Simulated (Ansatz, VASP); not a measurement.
**One calculation of Zn, two programs**

File INCAR:

```
SYSTEM = Zn
ALGO = Fast ; EDIFF = 1E-6
ENCUT = 520 ; GGA = PE
ISIF = 2 ; ISMEAR = 0
LASPH = .True. ; LCHARG = .False.
LREAL = .False. ; LWAVE = .False.
NBANDS = 12 ; NELM = 60
PREC = Accurate ; SIGMA = 0.15
```

File KPOINTS:

```
k-points
0
Gamma
  20 20 20
  0 0 0
```

File POSCAR:

```
Zn
1.0
   -0.1375037539      1.9643393415      2.0560739887
    1.9643393415     -0.1375037539      2.0560739887
    1.8268355876      1.8268355876      0.0000000000
Zn
1
Direct
    0.0000000000      0.0000000000      0.0000000000
```

Input for Ansatz:

```yaml
crystal:
  lattice:
    - [-0.1375037539, 1.9643393415, 2.0560739887]
    - [1.9643393415, -0.1375037539, 2.0560739887]
    - [1.8268355876, 1.8268355876, 0.0]
  atoms:
    - { symbol: Zn, position: [0.0, 0.0, 0.0] }
basis:
  ecutwfc: 520.0
kpoints:
  mp_grid: { grid: [20, 20, 20] }
hamiltonian:
  xc: pbe
scf:
  occupations: { method: gaussian, width: 0.15 }
output:
  forces: true
  stress: true
  eigenvalues: true
  write_density: true
  write_potential: true
  elf: true
  volumetric_format: npy
```

Change from the starting cell: engineering shear strain xy -0.1400, normal strain along z +0.0467.

Alike in both runs: task single point; functional PBE; k mesh 20 × 20 × 20; occupations gaussian, width 0.15 eV; no spin polarisation.

|  | VASP | Ansatz |
| --- | --- | --- |
| version | VASP 6.6.1 | Ansatz 0.2.0 |
| potentials or method | VASP PAW PBE potentials, release 64 (Zn), cutoff 520 eV | scalar-relativistic, plane waves, PAW |
| valence electrons in the cell | 12 | 12 |

```csv
,VASP,Ansatz,Ansatz less VASP
gap on the k mesh at the Fermi level (eV),none,none,-
pressure (GPa),-1.4,-1.7,-0.25
"traceless stress, the component that is largest in VASP (GPa)",-3.15,-3.12,+0.037
```

A gap of «none» marks a metal or a gap that the smearing closes.
